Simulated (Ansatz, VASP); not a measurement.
# Two plane-wave programs on Al2O

File INCAR:

```
SYSTEM = Al2O
PREC = Accurate ; ENCUT = 520
EDIFF = 1E-6 ; ISMEAR = 0
SIGMA = 0.1 ; LREAL = .False.
LASPH = .True. ; NELM = 150
ALGO = Normal ; ISIF = 2
LWAVE = .False. ; LCHARG = .False.
ISPIN = 2 ; MAGMOM = 0 0 1
LORBIT = 11 ; GGA = PE
NBANDS = 17
```

Contents of KPOINTS:

```
Automatic mesh
0
Gamma
  8 8 8
  0 0 0
```

The input POSCAR:

```
Al2O
1.0
   -1.4088045046      1.4088045046      4.6152696161
    1.4088045046     -1.4088045046      4.6152696161
    1.4088045046      1.4088045046     -4.6152696161
Al O
2 1
Direct
    0.3529886792      0.3529886792      0.0000000000
    0.6470113208      0.6470113208      0.0000000000
    0.0000000000      0.0000000000      0.0000000000
```

Input for Ansatz:

```yaml
crystal:
  lattice:
    - [-1.4088045046, 1.4088045046, 4.6152696161]
    - [1.4088045046, -1.4088045046, 4.6152696161]
    - [1.4088045046, 1.4088045046, -4.6152696161]
  atoms:
    - { symbol: Al, position: [0.3529886792, 0.3529886792, 0.0] }
    - { symbol: Al, position: [0.6470113208, 0.6470113208, 0.0] }
    - { symbol: O, position: [0.0, 0.0, 0.0], spin: 1.0 }
basis:
  ecutwfc: 420
kpoints:
  mp_grid: { grid: [8, 8, 8] }
hamiltonian:
  xc: pbe
scf:
  occupations: { method: gaussian, width: 0.1 }
  lower_state_search: "off"
output:
  forces: true
  stress: true
  eigenvalues: true
  populations: true
magnetization:
  spin_polarized: true
```

Change from the starting cell: species swapped into the BeAu2 type (I4/mmm, No. 139).

Alike in both runs: task single point; functional PBE; k mesh 8 × 8 × 8; occupations gaussian, width 0.1 eV; collinear spin.

|  | VASP | Ansatz |
| --- | --- | --- |
| version | VASP 6.6.1 | Ansatz 0.2.0 |
| potentials or method | VASP PAW PBE potentials, release 64 (Al, O), cutoff 520 eV | scalar-relativistic, plane waves, PAW |
| valence electrons in the cell | 12 | 12 |

|  | VASP | Ansatz | Ansatz less VASP |
| --- | --- | --- | --- |
| gap on the k mesh at the Fermi level (eV) | none | none | - |
| pressure (GPa) | 0.0 | 0.1 | +0.10 |
| traceless stress, the component that is largest in VASP (GPa) | -0.18 | -0.14 | +0.039 |
| rms of the force components (eV/Å) | 0.002 | 0.005 | +0.0024 |
| net moment per atom (μB) | 0.00 | 0.00 | 0.000 |

Atom by atom the forces differ by 0.002 eV/Å (rms over components). A gap of «none» marks a metal or a gap that the smearing closes. Ansatz's warnings: seeded moment not kept.

The k mesh is coarse, so the values compare programs but aren't converged.
